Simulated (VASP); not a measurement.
# Li (P6_3/mmc) in VASP: further runs, part 2 of 2

VASP 6.6.1. Earlier steps stand in the parts before.

## Step 3: Electric field gradients, PBEsol (zz strain of -3 %)

The input, INCAR:

```
PREC = Accurate ; ENCUT = 520
EDIFF = 1E-8 ; ISMEAR = -1
SIGMA = 0.08 ; LREAL = False
LASPH = True ; NELM = 60
ALGO = Normal ; ISIF = 2
LWAVE = False ; LCHARG = False
GGA = PS ; LEFG = True
NBANDS = 10
```

The input, KPOINTS:

```
Automatic mesh
0
Gamma
  15 15 8
```

The input, POSCAR:

```
Li
1.0
    3.1110021516      0.0000000000      0.0000000000
   -1.5555010758      2.6942068945      0.0000000000
    0.0000000000      0.0000000000      4.9402100000
Li
2
Direct
    0.3333333333      0.6666666667      0.2500000000
    0.6666666667      0.3333333333      0.7500000000
```

Potentials or basis: VASP PAW PBE potentials, release 64 (Li_sv).

Launch:

```console
$ cat potpaw_PBE.64/Li_sv/POTCAR > POTCAR
$ mpirun -np 1 vasp_std > vasp.out
```

OUTCAR:

```text
PREC = Accurate
   ENCUT = 520
   EDIFF = 1E-8
   ISMEAR = -1
   LREAL = False
   LASPH = True
   NELM = 60
   ISIF = 2
   GGA = PS

 ion  position               nearest neighbor table
   1  0.333  0.667  0.250-
   2  0.667  0.333  0.750-

  LATTYP: Found a hexagonal cell.
 ALAT       =     3.1110021516
 C/A-ratio  =     1.5879802582

  Lattice vectors:

 A1 = (   3.1110021516,   0.0000000000,   0.0000000000)
 A2 = (  -1.5555010758,   2.6942068945,   0.0000000000)
 A3 = (   0.0000000000,   0.0000000000,   4.9402100000)

Analysis of symmetry for initial positions (statically):
=====================================================================
 Subroutine PRICEL returns:
 Original cell was already a primitive cell.

 Routine SETGRP: Setting up the symmetry group for a
 hexagonal supercell.

 Subroutine GETGRP returns: Found 24 space group operations
 (whereof 12 operations were pure point group operations)
 out of a pool of 24 trial point group operations.

The static configuration has the point symmetry D_3d.
 The point group associated with its full space group is D_6h.

Analysis of symmetry for dynamics (positions and initial velocities):
=====================================================================
 Subroutine PRICEL returns:
 Original cell was already a primitive cell.

 Routine SETGRP: Setting up the symmetry group for a
 hexagonal supercell.

 Subroutine GETGRP returns: Found 24 space group operations
 (whereof 12 operations were pure point group operations)
 out of a pool of 24 trial point group operations.

The dynamic configuration has the point symmetry D_3d.
[... 456 lines left out ...]
      1     -45.3630      2.00000
      2     -45.3592      2.00000
      3       1.0019      0.00836
      4       1.9686      0.00000
      5       4.7036      0.00000
      6       5.8332      0.00000
      7       6.9009      0.00000
      8       6.9067      0.00000
      9      10.5640      0.00000
     10      10.8362      0.00000

 [... further k-points ...]

------------------------ aborting loop because EDIFF is reached ----------------------------------------

  FORCE on cell =-STRESS in cart. coord.  units (eV):
  Direction    XX          YY          ZZ          XY          YZ          ZX
  --------------------------------------------------------------------------------------
  -------------------------------------------------------------------------------------
  Total       -0.1467468     -0.1467468     -0.0080405      0.0000000     -0.0000000      0.0000000
  in kB       -5.6780922     -5.6780922     -0.3111115      0.0000000     -0.0000000      0.0000000
  external PRESSURE =      -3.8890986 kB  Pullay stress =       0.0000000 kB

 VOLUME and BASIS-vectors are now :
 -----------------------------------------------------------------------------
  energy-cutoff  :      520.00
  volume of cell :       41.41
      direct lattice vectors                 reciprocal lattice vectors
     3.111002152  0.000000000  0.000000000     0.321439829  0.185583372  0.000000000
    -1.555501076  2.694206895  0.000000000     0.000000000  0.371166744  0.000000000
     0.000000000  0.000000000  4.940210000     0.000000000  0.000000000  0.202420545

 POSITION                                       TOTAL-FORCE (eV/Angst)
 -----------------------------------------------------------------------------------
     -0.00000      1.79614      1.23505         0.000000     -0.000000      0.000000
      1.55550      0.89807      3.70516        -0.000000      0.000000      0.000000
 -----------------------------------------------------------------------------------
    total drift:                               -0.000000      0.000000      0.000000

  FREE ENERGIE OF THE ION-ELECTRON SYSTEM (eV)
  ---------------------------------------------------
  free  energy   TOTEN  =        -3.9420315235 eV

  energy  without entropy=       -3.9209104290  energy(sigma->0) =       -3.93147098

 Electric field gradients (V/A^2)
---------------------------------------------------------------------
 ion       V_xx      V_yy      V_zz      V_xy      V_xz      V_yz
---------------------------------------------------------------------
   1      -0.071    -0.072     0.143    -0.001     0.000    -0.000
   2      -0.071    -0.072     0.143    -0.001    -0.000     0.000
---------------------------------------------------------------------

 Electric field gradients after diagonalization (V/A^2)
 (convention: |V_zz| > |V_xx| > |V_yy|)
----------------------------------------------------------------------
 ion       V_xx      V_yy      V_zz     asymmetry (V_yy - V_xx)/ V_zz
----------------------------------------------------------------------
   1      -0.073    -0.070     0.143       0.018
   2      -0.073    -0.070     0.143       0.018
----------------------------------------------------------------------

           NMR quadrupolar parameters

 Cq : quadrupolar parameter    Cq=e*Q*V_zz/h
 eta: asymmetry parameters     (V_yy - V_xx)/ V_zz
 Q  : nuclear electric quadrupole moment in mb (millibarn)
----------------------------------------------------------------------
 ion       Cq(MHz)       eta       Q (mb)
----------------------------------------------------------------------
   1       0.000       0.018       1.000
   2       0.000       0.018       1.000
----------------------------------------------------------------------
```

OSZICAR:

```text
N       E                     dE             d eps       ncg     rms          rms(c)
DAV:   1     0.172131641291E+02    0.17213E+02   -0.31603E+03  2700   0.561E+02
DAV:   2    -0.124971289681E+01   -0.18463E+02   -0.17884E+02  3456   0.109E+02
DAV:   3    -0.388242922460E+01   -0.26327E+01   -0.26144E+01  4378   0.320E+01
DAV:   4    -0.394649234984E+01   -0.64063E-01   -0.63638E-01  3576   0.500E+00
DAV:   5    -0.394720706907E+01   -0.71472E-03   -0.71466E-03  3634   0.506E-01    0.513E-01
DAV:   6    -0.394352527918E+01    0.36818E-02   -0.12494E-03  4410   0.180E-01    0.286E-01
DAV:   7    -0.394198425182E+01    0.15410E-02   -0.25912E-03  4112   0.283E-01    0.335E-02
DAV:   8    -0.394203601929E+01   -0.51767E-04   -0.57522E-04  3638   0.140E-01    0.147E-02
DAV:   9    -0.394203159685E+01    0.44224E-05   -0.42262E-06  3410   0.148E-02    0.118E-03
DAV:  10    -0.394203188409E+01   -0.28724E-06   -0.63088E-07  3194   0.738E-03    0.143E-03
DAV:  11    -0.394203157142E+01    0.31267E-06   -0.24439E-08  3492   0.162E-03    0.222E-04
DAV:  12    -0.394203150623E+01    0.65192E-07   -0.53262E-09  2016   0.556E-04    0.118E-04
DAV:  13    -0.394203152556E+01   -0.19334E-07   -0.24130E-09  1626   0.418E-04    0.171E-05
DAV:  14    -0.394203152347E+01    0.20930E-08   -0.49982E-10  1556   0.194E-04
   1 F= -.39420315E+01 E0= -.39314710E+01  d E =-.211211E-01
```

stdout:

```text
POSCAR found type information on POSCAR Li
 POSCAR found :  1 types and       2 ions
 scaLAPACK will be used
 -----------------------------------------------------------------------------
|                                                                             |
|                                                                             |
|     You enforced a specific xc type in the INCAR file but a different       |
|     I HOPE YOU KNOW WHAT YOU ARE DOING!                                     |
|                                                                             |
 -----------------------------------------------------------------------------

 LDA part: xc-table for (Slater+PW92), standard interpolation
 POSCAR, INCAR and KPOINTS ok, starting setup
 FFT: planning ... GRIDC
 FFT: planning ... GRID_SOFT
 FFT: planning ... GRID
 WAVECAR not read
 entering main loop
ion   1

ion   2
```

Wall time 31 s (1 thread of Intel Xeon Platinum 8488C (Sapphire Rapids), shared host); peak memory 0.18 GiB.

Results:

| Property | Result |
| --- | --- |
| Free energy | -3.9420 eV |
| Band gap on the k mesh | zero (bands 3 and 4 overlap by 4.44 eV) |
| Largest electric field gradient by atom | Li +0.14 V/Å² |

Caveat: the cell differs from its parent crystal (zz strain of -3 %); the cutoff is under 1.25 times the usual one of these potentials, so pressure, stress and relaxed cells hold a basis-set (Pulay) error; without QUAD_EFG the Cq values of the log hold for a quadrupole moment of 1 mb, not for the nuclei; the PAW data sets were made with another functional, which shifts forces and pressure a little.

## Step 4: Electric field gradients, PBEsol (zz strain of -2 %)

The input, INCAR:

```
SYSTEM = Li
ALGO     = Normal         ! electronic algorithm
EDIFF    = 1E-8           ! SCF threshold, eV
ENCUT    = 520            ! plane-wave cutoff, eV
GGA      = PS             ! functional
ISIF     = 2              ! what is computed and relaxed
ISMEAR   = -1             ! smearing method
LASPH    = .True.         ! aspherical terms in the spheres
LCHARG   = .False.        ! write CHGCAR
LEFG     = .True.       
LREAL    = .False.        ! projectors in reciprocal space
LWAVE    = .False.        ! write WAVECAR
NBANDS   = 10             ! bands
NELM     = 60             ! most SCF steps
PREC     = Accurate       ! precision mode
SIGMA    = 0.08           ! smearing width, eV
```

The input, KPOINTS:

```
k-points
0
Gamma
  15 15 8
  0 0 0
```

POSCAR: that of step 3 with these lines changed.

```diff
@@ -4,3 +4,3 @@
    -1.5555010758      2.6942068945      0.0000000000
-    0.0000000000      0.0000000000      4.9402100000
+    0.0000000000      0.0000000000      4.9911400000
 Li
```

Potentials or basis: VASP PAW PBE potentials, release 64 (Li_sv).

Launch:

```console
$ cat potpaw_PBE.64/Li_sv/POTCAR > POTCAR
$ mpirun -np 1 vasp_std > vasp.out
```

OUTCAR:

```text
SYSTEM = Li
   EDIFF = 1E-8
   ENCUT = 520
   GGA = PS
   ISIF = 2
   ISMEAR = -1
   LASPH = .True.
   LREAL = .False.
   NELM = 60
   PREC = Accurate

 ion  position               nearest neighbor table
   1  0.333  0.667  0.250-
   2  0.667  0.333  0.750-

  LATTYP: Found a hexagonal cell.
 ALAT       =     3.1110021516
 C/A-ratio  =     1.6043511887

  Lattice vectors:

 A1 = (   3.1110021516,   0.0000000000,   0.0000000000)
[... 525 lines left out ...]

  FREE ENERGIE OF THE ION-ELECTRON SYSTEM (eV)
  ---------------------------------------------------
  free  energy   TOTEN  =        -3.9419875705 eV

  energy  without entropy=       -3.9206343913  energy(sigma->0) =       -3.93131098

 Electric field gradients (V/A^2)
---------------------------------------------------------------------
 ion       V_xx      V_yy      V_zz      V_xy      V_xz      V_yz
---------------------------------------------------------------------
   1      -0.046    -0.047     0.092    -0.001     0.000    -0.000
   2      -0.046    -0.047     0.092    -0.001    -0.000     0.000
---------------------------------------------------------------------

 Electric field gradients after diagonalization (V/A^2)
 (convention: |V_zz| > |V_xx| > |V_yy|)
----------------------------------------------------------------------
 ion       V_xx      V_yy      V_zz     asymmetry (V_yy - V_xx)/ V_zz
----------------------------------------------------------------------
   1      -0.048    -0.045     0.092       0.029
   2      -0.048    -0.045     0.092       0.029
----------------------------------------------------------------------

           NMR quadrupolar parameters

 Cq : quadrupolar parameter    Cq=e*Q*V_zz/h
 eta: asymmetry parameters     (V_yy - V_xx)/ V_zz
 Q  : nuclear electric quadrupole moment in mb (millibarn)
----------------------------------------------------------------------
 ion       Cq(MHz)       eta       Q (mb)
----------------------------------------------------------------------
   1       0.000       0.029       1.000
   2       0.000       0.029       1.000
----------------------------------------------------------------------
```

OSZICAR:

```text
N       E                     dE             d eps       ncg     rms          rms(c)
DAV:   1     0.168455668231E+02    0.16846E+02   -0.32317E+03  2700   0.566E+02
DAV:   2    -0.126777168538E+01   -0.18113E+02   -0.17561E+02  3472   0.107E+02
DAV:   3    -0.385588155024E+01   -0.25881E+01   -0.25656E+01  4342   0.318E+01
DAV:   4    -0.394654988447E+01   -0.90668E-01   -0.90211E-01  3622   0.511E+00
DAV:   5    -0.394721768731E+01   -0.66780E-03   -0.66775E-03  3604   0.502E-01    0.524E-01
DAV:   6    -0.394350152087E+01    0.37162E-02   -0.12609E-03  4444   0.183E-01    0.292E-01
DAV:   7    -0.394194740510E+01    0.15541E-02   -0.26491E-03  4204   0.282E-01    0.340E-02
DAV:   8    -0.394199086595E+01   -0.43461E-04   -0.49836E-04  3550   0.132E-01    0.110E-02
DAV:   9    -0.394198785993E+01    0.30060E-05   -0.36174E-06  3562   0.142E-02    0.115E-03
DAV:  10    -0.394198786512E+01   -0.51938E-08   -0.36805E-07  3196   0.557E-03    0.122E-03
DAV:  11    -0.394198759633E+01    0.26880E-06   -0.22317E-08  3352   0.154E-03    0.195E-04
DAV:  12    -0.394198756644E+01    0.29885E-07   -0.36359E-09  1876   0.507E-04    0.430E-05
DAV:  13    -0.394198757045E+01   -0.40116E-08   -0.19560E-09  1606   0.371E-04
   1 F= -.39419876E+01 E0= -.39313110E+01  d E =-.213532E-01
```

Wall time 30 s (1 thread of Intel Xeon Platinum 8488C (Sapphire Rapids), shared host); peak memory 0.17 GiB.

Results:

```
Free energy                             : -3.9420 eV
Band gap on the k mesh                  : zero (bands 3 and 4 overlap by 4.46 eV)
Largest electric field gradient by atom : Li +0.09 V/Å²
```

Levels at points of the mesh, in eV from the Fermi level:
```tsv
k point	band 1	band 2	band 3	band 4	band 5	band 6
(0.00, 0.00, 0.00)	-45.96	-45.95	-3.51	0.09	2.97	12.00
(0.00, 0.00, 0.50)	-45.96	-45.96	-2.38	-2.38	8.08	8.08
```

Caveat: the cell differs from its parent crystal (zz strain of -2 %); the cutoff is under 1.25 times the usual one of these potentials, so pressure, stress and relaxed cells hold a basis-set (Pulay) error; without QUAD_EFG the Cq values of the log hold for a quadrupole moment of 1 mb, not for the nuclei; the PAW data sets were made with another functional, which shifts forces and pressure a little.

## Step 5: Electric field gradients, PBEsol (zz strain of -1 %)

The input, INCAR:

```
SYSTEM = Li
PREC = Accurate ; ENCUT = 520
EDIFF = 1E-8 ; ISMEAR = -1
SIGMA = 0.08 ; LREAL = .FALSE.
LASPH = .TRUE. ; NELM = 80
ALGO = Normal ; ISIF = 2
LWAVE = .FALSE. ; LCHARG = .FALSE.
GGA = PS ; LEFG = .TRUE.
NBANDS = 10
```

The input, KPOINTS:

```
Automatic mesh
0
G
  15 15 8
  0 0 0
```

POSCAR: that of step 4 with these lines changed.

```diff
@@ -4,3 +4,3 @@
    -1.5555010758      2.6942068945      0.0000000000
-    0.0000000000      0.0000000000      4.9911400000
+    0.0000000000      0.0000000000      5.0420700000
 Li
```

Potentials or basis: VASP PAW PBE potentials, release 64 (Li_sv).

Launch:

```console
$ cat potpaw_PBE.64/Li_sv/POTCAR > POTCAR
$ mpirun -np 1 vasp_std > vasp.out
```

OUTCAR:

```text
SYSTEM = Li
   PREC = Accurate
   ENCUT = 520
   EDIFF = 1E-8
   ISMEAR = -1
   LREAL = .FALSE.
   LASPH = .TRUE.
   NELM = 80
   ISIF = 2
   GGA = PS

 ion  position               nearest neighbor table
   1  0.333  0.667  0.250-
   2  0.667  0.333  0.750-

  LATTYP: Found a hexagonal cell.
 ALAT       =     3.1110021516
 C/A-ratio  =     1.6207221192

  Lattice vectors:

 A1 = (   3.1110021516,   0.0000000000,   0.0000000000)
[... 525 lines left out ...]

  FREE ENERGIE OF THE ION-ELECTRON SYSTEM (eV)
  ---------------------------------------------------
  free  energy   TOTEN  =        -3.9412887830 eV

  energy  without entropy=       -3.9198113792  energy(sigma->0) =       -3.93055008

 Electric field gradients (V/A^2)
---------------------------------------------------------------------
 ion       V_xx      V_yy      V_zz      V_xy      V_xz      V_yz
---------------------------------------------------------------------
   1      -0.020    -0.021     0.041    -0.001     0.000    -0.000
   2      -0.020    -0.021     0.041    -0.001    -0.000     0.000
---------------------------------------------------------------------

 Electric field gradients after diagonalization (V/A^2)
 (convention: |V_zz| > |V_xx| > |V_yy|)
----------------------------------------------------------------------
 ion       V_xx      V_yy      V_zz     asymmetry (V_yy - V_xx)/ V_zz
----------------------------------------------------------------------
   1      -0.022    -0.019     0.041       0.065
   2      -0.022    -0.019     0.041       0.065
----------------------------------------------------------------------

           NMR quadrupolar parameters

 Cq : quadrupolar parameter    Cq=e*Q*V_zz/h
 eta: asymmetry parameters     (V_yy - V_xx)/ V_zz
 Q  : nuclear electric quadrupole moment in mb (millibarn)
----------------------------------------------------------------------
 ion       Cq(MHz)       eta       Q (mb)
----------------------------------------------------------------------
   1       0.000       0.065       1.000
   2       0.000       0.065       1.000
----------------------------------------------------------------------
```

Run time: 32 s. Hardware: 1 thread of Intel Xeon Platinum 8488C (Sapphire Rapids), shared host; peak memory 0.18 GiB.

What came out:

```yaml
Free_energy: -3.9413 eV
Band_gap_on_the_k_mesh: zero (bands 3 and 4 overlap by 4.49 eV)
Largest_electric_field_gradient_by_atom: under 0.05 V/Å² on every atom
```

Caveat: the cell differs from its parent crystal (zz strain of -1 %); the cutoff is under 1.25 times the usual one of these potentials, so pressure, stress and relaxed cells hold a basis-set (Pulay) error; the PAW data sets were made with another functional, which shifts forces and pressure a little.

## Step 6: Summary

```tsv
cell	gap on the mesh (eV)
a = 3.111, b = 3.111, c = 4.940 Å, angles 90.0, 90.0, 120.0°, 2 atoms	none
a = 3.111, b = 3.111, c = 4.991 Å, angles 90.0, 90.0, 120.0°, 2 atoms	none
a = 3.111, b = 3.111, c = 5.042 Å, angles 90.0, 90.0, 120.0°, 2 atoms	none
```

Alike in all rows: task electric field gradients; level PBEsol; potentials or basis VASP PAW PBE potentials, release 64 (Li_sv); no spin polarisation; k mesh 15 × 15 × 8; cutoff (eV) 520; smearing fermi-dirac 0.08 eV.

Caveats: the cutoff is under 1.25 times the usual one of these potentials, so pressure, stress and relaxed cells hold a basis-set (Pulay) error; the PAW data sets were made with another functional, which shifts forces and pressure a little.

Absolute energies hang on the potentials; compare differences alone.
